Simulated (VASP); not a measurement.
Runs of VASP 6.6.1 on GaN. The structure is hexagonal, space group P-6m2 (No. 187). Conventional cell: a = 2.981 Å, b = 2.981 Å, c = 2.683 Å, α = 90.00°, β = 90.00°, γ = 120.00°. Within 3.0 Å of Ga (site symmetry -6m2) lie 6 N at 2.18 Å and 8 Ga at 2.68 to 2.98 Å. Within 3.0 Å of N (site symmetry -6m2) lie 6 Ga at 2.18 Å and 8 N at 2.68 to 2.98 Å. 

```csv
level,share of exact exchange,screening parameter,gap on the mesh (eV),pressure (GPa)
PBEsol-based screened hybrid with 25 % exact exchange,0.25,0.207 1/Å,0.31,(a)
HF,1,-,7.50,(b)
r2SCAN50,0.5,-,3.14,-19.1
HSE06,0.25,0.2079 1/Å,0.33,-9.5
```

Alike in all rows: task single point; potentials or basis VASP PAW PBE potentials, release 64 (Ga_d, N); no spin polarisation; cell as given; k mesh 5 × 5 × 5; cutoff (eV) 520; smearing fermi-dirac 0.05 eV.

Task: Fill in the values left out.

Result: (a) -14.2; (b) -12.8.

Caveats: all runs use coarse meshes; the PAW data sets were made with another functional, which shifts forces and pressure a little.

A k mesh can miss the band edges, and the runs leave out spin-orbit coupling on Ga.
